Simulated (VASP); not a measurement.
Write the native input for VASP 6.6.1 that does the following.

| Item | Value |
| --- | --- |
| Task | single point |
| Functional | PBE |
| Potentials or basis | VASP PAW PBE potentials, release 64 (Sb) |
| Cutoff | 500 eV |
| k mesh | 12 × 12 × 12 |
| Occupations | fermi-dirac, width 0.1 eV |
| Spin | no spin polarisation |
| Dipole correction | no |
| Further INCAR settings | ALGO = Normal; EDIFF = 1e-06; NBANDS = 8 |

The structure of Sb lies in POSCAR:

```
Sb
1.0
    0.0000000000      2.3688850000      2.3688850000
    2.3688850000      0.0000000000      2.3688850000
    2.3688850000      2.3688850000      0.0000000000
Sb
1
Direct
    0.0000000000      0.0000000000      0.0000000000
```

One way to write it, as run:

INCAR

```
ALGO = Normal ; EDIFF = 1E-6
ENCUT = 500 ; GGA = PE
GGA_COMPAT = F ; ISIF = 2
ISMEAR = -1 ; LASPH = T
LCHARG = T ; LELF = T
LREAL = F ; LVHAR = T
LWAVE = F ; NBANDS = 8
NELM = 120 ; PREC = Accurate
SIGMA = 0.1
```

KPOINTS

```
k-points
0
Gamma
  12 12 12
```

Potentials or basis: VASP PAW PBE potentials, release 64 (Sb).

The run is started by

```sh
$ cat potpaw_PBE.64/Sb/POTCAR > POTCAR
$ mpirun -np 1 vasp_std > vasp.out
```

It gave:

| Property | Result |
| --- | --- |
| Pressure | 2.2 GPa |

It took 3.6 s on 1 thread of Intel(R) Xeon(R) 6975P-C (Granite Rapids), with other jobs on the host, peak memory 0.14 GiB.
